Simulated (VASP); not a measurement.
# TaN (Fm-3m) in VASP: further runs

The runs below take TaN through single point, with PBEsol.

Program: VASP 6.6.1. These are calculated values, not measurements. Logs are shortened: lines on timing, memory, paths and dates and some standing lists are left out, and cuts for length are marked.

## (1) The cell of the first run

Symmetry: Fm-3m, No. 225, cubic system. Conventional cell: a = 4.358 Å, b = 4.358 Å, c = 4.358 Å, α = 90.00°, β = 90.00°, γ = 90.00°. Ta (site symmetry m-3m) has 6 N at 2.18 Å within 2.9 Å. N (site symmetry m-3m) has 6 Ta at 2.18 Å within 2.9 Å.

## (2) Single point, PBEsol

File INCAR:

```
PREC     = Accurate       # precision mode
ENCUT    = 600            # plane-wave cutoff, eV
EDIFF    = 1E-6           # SCF threshold, eV
ISMEAR   = -1             # smearing method
SIGMA    = 0.1            # smearing width, eV
LREAL    = F              # projectors in reciprocal space
LASPH    = T              # aspherical terms in the spheres
NELM     = 120            # most SCF steps
ALGO     = Normal         # electronic algorithm
ISIF     = 2              # what is computed and relaxed
LWAVE    = F              # write WAVECAR
LCHARG   = F              # write CHGCAR
GGA      = PS             # functional
NBANDS   = 15             # bands
GGA_COMPAT= F
```

File KPOINTS:

```
regular mesh
0
Gamma
  11 11 11
```

File POSCAR:

```
TaN
1.0
    3.0815710000      0.0000000000      0.0000000000
    1.5407855000      2.6687187696      0.0000000000
    1.5407855000      0.8895729232      2.5160921854
Ta N
1 1
Direct
    0.5000000000      0.5000000000      0.5000000000
    0.0000000000      0.0000000000      0.0000000000
```

Potentials or basis: VASP PAW PBE potentials, release 64 (Ta_pv, N).

Run with:

```
> cat potpaw_PBE.64/Ta_pv/POTCAR potpaw_PBE.64/N/POTCAR > POTCAR
> mpirun -np 1 vasp_std > vasp.out
```

OUTCAR:

```text
PREC = Accurate
   ENCUT = 600
   EDIFF = 1E-6
   ISMEAR = -1
   LREAL = F
   LASPH = T
   NELM = 120
   ISIF = 2
   GGA = PS

 ion  position               nearest neighbor table
   1  0.500  0.500  0.500-   2 2.18   2 2.18   2 2.18   2 2.18   2 2.18   2 2.18
   2  0.000  0.000  0.000-   1 2.18   1 2.18   1 2.18   1 2.18   1 2.18   1 2.18

  LATTYP: Found a face centered cubic cell.
 ALAT       =     4.3579995017

  Lattice vectors:

 A1 = (   3.0815710000,   0.0000000000,   0.0000000000)
 A2 = (   1.5407855000,   2.6687187696,   0.0000000000)
 A3 = (   1.5407855000,   0.8895729232,   2.5160921854)

Analysis of symmetry for initial positions (statically):
=====================================================================
 Subroutine PRICEL returns:
 Original cell was already a primitive cell.

 Routine SETGRP: Setting up the symmetry group for a
 face centered cubic supercell.

 Subroutine GETGRP returns: Found 48 space group operations
 (whereof 48 operations were pure point group operations)
 out of a pool of 48 trial point group operations.

The static configuration has the point symmetry O_h .

Analysis of symmetry for dynamics (positions and initial velocities):
=====================================================================
 Subroutine PRICEL returns:
 Original cell was already a primitive cell.

 Routine SETGRP: Setting up the symmetry group for a
 face centered cubic supercell.

 Subroutine GETGRP returns: Found 48 space group operations
 (whereof 48 operations were pure point group operations)
 out of a pool of 48 trial point group operations.

The dynamic configuration has the point symmetry O_h .

 Subroutine INISYM returns: Found 48 space group operations
 (whereof 48 operations are pure point group operations),
 and found     1 'primitive' translations

----------------------------------------------------------------------------------------

                                     Primitive cell

  volume of cell :      20.6920

  direct lattice vectors                    reciprocal lattice vectors
     3.081571000  0.000000000  0.000000000     0.324509804 -0.187355822 -0.132480573
     1.540785500  2.668718770  0.000000000     0.000000000  0.374711645 -0.132480573
     1.540785500  0.889572923  2.516092185     0.000000000  0.000000000  0.397441718

  length of vectors
     3.081571000  3.081571000  3.081571000     0.397441718  0.397441718  0.397441718

  position of ions in fractional coordinates (direct lattice)
     0.500000000  0.500000000  0.500000000
     0.000000000  0.000000000  0.000000000

  ion indices of the primitive-cell ions
   primitive index   ion index
                 1           1
                 2           2

----------------------------------------------------------------------------------------

 KPOINTS: regular mesh

Automatic generation of k-mesh.
 Grid dimensions read from file:
 generate k-points for:   11   11   11

 Generating k-lattice:

  Cartesian coordinates                     Fractional coordinates (reciprocal lattice)
     0.029500891 -0.017032347 -0.012043688     0.090909091  0.000000000  0.000000000
     0.000000000  0.034064695 -0.012043688     0.000000000  0.090909091 -0.000000000
     0.000000000  0.000000000  0.036131065     0.000000000  0.000000000  0.090909091

  Length of vectors
     0.036131065  0.036131065  0.036131065

  Shift w.r.t. Gamma in fractional coordinates (k-lattice)
     0.000000000  0.000000000  0.000000000

 Subroutine IBZKPT returns following result:
 ===========================================

 Found     56 irreducible k-points:

 Following reciprocal coordinates:
            Coordinates               Weight
  0.000000  0.000000  0.000000      1.000000
  0.090909 -0.000000  0.000000      8.000000
  0.181818 -0.000000 -0.000000      8.000000
  0.272727 -0.000000 -0.000000      8.000000
  0.363636 -0.000000  0.000000      8.000000
  0.454545  0.000000  0.000000      8.000000
[... 16 lines left out ...]
 -0.272727  0.181818 -0.000000     24.000000
 -0.181818  0.181818 -0.000000     12.000000
 [... further k-points ...]
   k-points           NKPTS =     56   k-points in BZ     NKDIM =     56   number of bands    NBANDS=     15
   number of dos      NEDOS =    301   number of ions     NIONS =      2
   total plane-waves  NPLWV =  21952
   dimension x,y,z NGX =    28 NGY =   28 NGZ =   28
   dimension x,y,z NGXF=    56 NGYF=   56 NGZF=   56
   ions per type =               1   1
   NGX,Y,Z   is equivalent  to a cutoff of  15.11, 15.11, 15.11 a.u.
   NGXF,Y,Z  is equivalent  to a cutoff of  30.21, 30.21, 30.21 a.u.
 SYSTEM =  unknown system
   PREC   = accura    normal or accurate (medium, high low for compatibility)
   ISTART =      0    job   : 0-new  1-cont  2-samecut
   ICHARG =      2    charge: 1-file 2-atom 10-const
   ISPIN  =      1    spin polarized calculation?
   LNONCOLLINEAR =      F non collinear calculations
   LSORBIT =      F    spin-orbit coupling
   LASPH  =      T    aspherical Exc in radial PAW
   ENCUT  =  600.0 eV  44.10 Ry    6.64 a.u.   6.15  6.15  6.15*2*pi/ulx,y,z
   NELM   =    120;   NELMIN=  2; NELMDL= -5     # of ELM steps
   EDIFF  = 0.1E-05   stopping-criterion for ELM
   LREAL  =      F    real-space projection
   EDIFFG = 0.1E-04   stopping-criterion for IOM
   NSW    =      0    number of steps for IOM
   IBRION =     -1    ionic relax: 0-MD 1-quasi-New 2-CG
   NFREE  =      0    steps in history (QN), initial steepest desc. (CG)
   ISIF   =      2    stress and relaxation
   ISYM   =      2    0-nonsym 1-usesym 2-fastsym
   POTIM  = 0.5000    time-step for ionic-motion
   TEBEG  =    0.0;   TEEND  =   0.0 temperature during run
   PSTRESS=    0.0 pullay stress
   NELECT =      16.0000    total number of electrons
   NUPDOWN=      -1.0000    fix difference up-down
   EMIN   =  10.00;   EMAX   =-10.00  energy-range for DOS
   EFERMI =   0.00;   METHOD = LEGACY
   ISMEAR =    -1;   SIGMA  =   0.10  broadening in eV -4-tet -1-fermi 0-gaus
   EFERMI_NEDOS =   21; number of points for ismear=-14 and -15
   IALGO  =     38    algorithm
   IMIX   =      4    mixing-type and parameters
     AMIX     =   0.40;   BMIX     =  1.00
     AMIX_MAG =   1.60;   BMIX_MAG =  1.00
  volume/ion in A,a.u.               =      10.35        69.82
  Fermi-wavevector in a.u.,A,eV,Ry     =   1.502615  2.839530 30.719929  2.257851
  Thomas-Fermi vector in A             =   2.613832
   LORBIT       =      0    0 simple, 1 ext, 2 COOP (PROOUT), +10 PAW based schemes
   GGA     = PS    functional components
   LHFCALC =     F    Hartree Fock is set to
   AEXX    =    0.0000 exact exchange contribution
   IVDW    =     0    specifies the selected vdW correction
   LEPSILON=     F    determine dielectric tensor
   LRPA    =     F    only Hartree local field effects (RPA)
 non-spin polarized calculation
  energy-cutoff  :      600.00
  volume of cell :       20.69
 maximum number of plane-waves:       701
 NGX is ok and might be reduce to    28
   NGX = 13   NGY = 13   NGZ = 13

 number of electron      16.0000001 magnetization

 Free energy of the ion-electron system (eV)
  ---------------------------------------------------
  ext. energy  EPLUGINS =         0.00000000
  ---------------------------------------------------
  free energy    TOTEN  =       -23.21507065 eV

  energy without entropy =      -23.18727295  energy(sigma->0) =      -23.20117180

 E-fermi :   9.7058     XC(G=0): -13.7397

 val. band max:        9.6353384287   @ k =  -0.3636   0.2727   0.0909
 cond. band min:       9.7208685500   @ k =   0.0000   0.0000   0.0000
 fundamental gap:      0.0855301213
 Fermi energy:         9.7057825867

 k-point     1 :       0.0000    0.0000    0.0000
  band No.  band energies     occupation
      1     -25.9621      2.00000
      2     -25.9621      2.00000
      3     -25.9621      2.00000
      4      -9.3461      2.00000
      5       5.8162      2.00000
      6       5.8162      2.00000
      7       5.8162      2.00000
      8       7.4821      2.00000
      9       7.4821      2.00000
     10       7.4821      2.00000
     11       9.7209      0.92471
     12       9.7209      0.92471
     13      11.4703      0.00000
     14      19.0734      0.00000
     15      22.1194      0.00000

 k-point     2 :       0.0909   -0.0000    0.0000
  band No.  band energies     occupation
      1     -26.0444      2.00000
      2     -25.9694      2.00000
      3     -25.9694      2.00000
      4      -9.1331      2.00000
      5       4.8335      2.00000
      6       5.1371      2.00000
      7       5.1371      2.00000
      8       7.8009      2.00000
      9       7.8009      2.00000
     10       7.8939      2.00000
     11      10.5404      0.00047
     12      10.5404      0.00047
     13      12.0544      0.00000
     14      19.7104      0.00000
     15      22.1190      0.00000

 k-point     3 :       0.1818   -0.0000   -0.0000
  band No.  band energies     occupation
      1     -26.2590      2.00000
      2     -25.9889      2.00000
      3     -25.9889      2.00000
      4      -8.5435      2.00000
      5       3.1453      2.00000
      6       4.0018      2.00000
      7       4.0018      2.00000
      8       8.4072      2.00000
      9       8.5204      1.99999
     10       8.5204      1.99999
     11      12.2781      0.00000
     12      12.2781      0.00000
     13      13.3456      0.00000
     14      21.2899      0.00000
     15      22.1179      0.00000
[... 343 lines left out ...]
 k-point    23 :      -0.2727    0.1818   -0.0000
  band No.  band energies     occupation
      1     -26.6483      2.00000
      2     -26.2388      2.00000
      3     -26.0339      2.00000
      4      -7.0153      2.00000
      5       0.4181      2.00000
      6       2.2905      2.00000
      7       2.9766      2.00000
      8       9.8199      0.48413
      9       9.8894      0.27492
     10      11.7757      0.00000
     11      12.8592      0.00000
     12      16.3789      0.00000
     13      17.1781      0.00000
     14      21.6387      0.00000
     15      22.1995      0.00000

 k-point    24 :      -0.1818    0.1818   -0.0000
  band No.  band energies     occupation
      1     -26.4970      2.00000
      2     -26.1652      2.00000
      3     -25.9996      2.00000
      4      -7.5920      2.00000
      5       1.2402      2.00000
      6       2.6629      2.00000
      7       3.4863      2.00000
      8       8.9470      1.99899
      9       9.3674      1.93441
     10      11.1372      0.00000
     11      11.6852      0.00000
     12      15.5348      0.00000
     13      15.8294      0.00000
     14      22.0980      0.00000
     15      23.2232      0.00000

 [... further k-points ...]

------------------------ aborting loop because EDIFF is reached ----------------------------------------

  FORCE on cell =-STRESS in cart. coord.  units (eV):
  Direction    XX          YY          ZZ          XY          YZ          ZX
  --------------------------------------------------------------------------------------
  -------------------------------------------------------------------------------------
  Total        0.7202213      0.7202213      0.7202213     -0.0000000      0.0000000      0.0000000
  in kB       55.7667092     55.7667092     55.7667092     -0.0000000      0.0000000      0.0000000
  external PRESSURE =      55.7667092 kB  Pullay stress =       0.0000000 kB

 VOLUME and BASIS-vectors are now :
 -----------------------------------------------------------------------------
  energy-cutoff  :      600.00
  volume of cell :       20.69
      direct lattice vectors                 reciprocal lattice vectors
     3.081571000  0.000000000  0.000000000     0.324509804 -0.187355822 -0.132480573
     1.540785500  2.668718770  0.000000000     0.000000000  0.374711645 -0.132480573
     1.540785500  0.889572923  2.516092185     0.000000000  0.000000000  0.397441718

 POSITION                                       TOTAL-FORCE (eV/Angst)
 -----------------------------------------------------------------------------------
      3.08157      1.77915      1.25805        -0.000000      0.000000      0.000000
      0.00000      0.00000      0.00000         0.000000     -0.000000      0.000000
 -----------------------------------------------------------------------------------
    total drift:                                0.000000      0.000000      0.000000

  FREE ENERGIE OF THE ION-ELECTRON SYSTEM (eV)
  ---------------------------------------------------
  free  energy   TOTEN  =       -23.2150706454 eV

  energy  without entropy=      -23.1872729537  energy(sigma->0) =      -23.20117180
```

Wall time 26 s (1 thread of Intel Xeon 6975P-C (Granite Rapids), shared host); peak memory 0.17 GiB.

What came out:

```
Free energy            : -23.2151 eV
Pressure               : 5.6 GPa
Band gap on the k mesh : zero (bands 8 and 9 overlap by 3.96 eV)
```

Caveat: the cell stands under pressure; the PAW data sets were made with another functional, which shifts forces and pressure a little; spin-orbit coupling is left out, which moves the levels of the heavy elements.

## (3) Single point, PBEsol

File INCAR:

```
SYSTEM = TaN
PREC = Accurate ; ENCUT = 600
EDIFF = 1E-6 ; ISMEAR = -1
SIGMA = 0.1 ; LREAL = .FALSE.
LASPH = .TRUE. ; NELM = 120
ALGO = Normal ; ISIF = 2
LWAVE = .FALSE. ; LCHARG = .FALSE.
GGA = PS ; NBANDS = 15
GGA_COMPAT = .FALSE.
```

File KPOINTS:

```
regular mesh
0
G
  11 11 11
  0 0 0
```

POSCAR is that of step 2.

Potentials or basis: VASP PAW PBE potentials, release 64 (Ta_pv, N).

Run with:

```
> cat potpaw_PBE.64/Ta_pv/POTCAR potpaw_PBE.64/N/POTCAR > POTCAR
> mpirun -np 1 vasp_std > vasp.out
```

Wall time 26 s (1 thread of Intel Xeon 6975P-C (Granite Rapids), shared host); peak memory 0.17 GiB.

The run converged. Its results:

- Free energy: -23.2151 eV
- Pressure: 5.6 GPa
- Band gap on the k mesh: zero (bands 8 and 9 overlap by 3.96 eV)

Levels at points of the mesh, in eV from the Fermi level:
```csv
k point,band 4,band 5,band 6,band 7,band 8,band 9,band 10,band 11,band 12,band 13
"(0.00, 0.00, 0.00)",-19.05,-3.89,-3.89,-3.89,-2.22,-2.22,-2.22,0.02,0.02,1.76
```

Caveat: the cell stands under pressure; the PAW data sets were made with another functional, which shifts forces and pressure a little; spin-orbit coupling is left out, which moves the levels of the heavy elements.
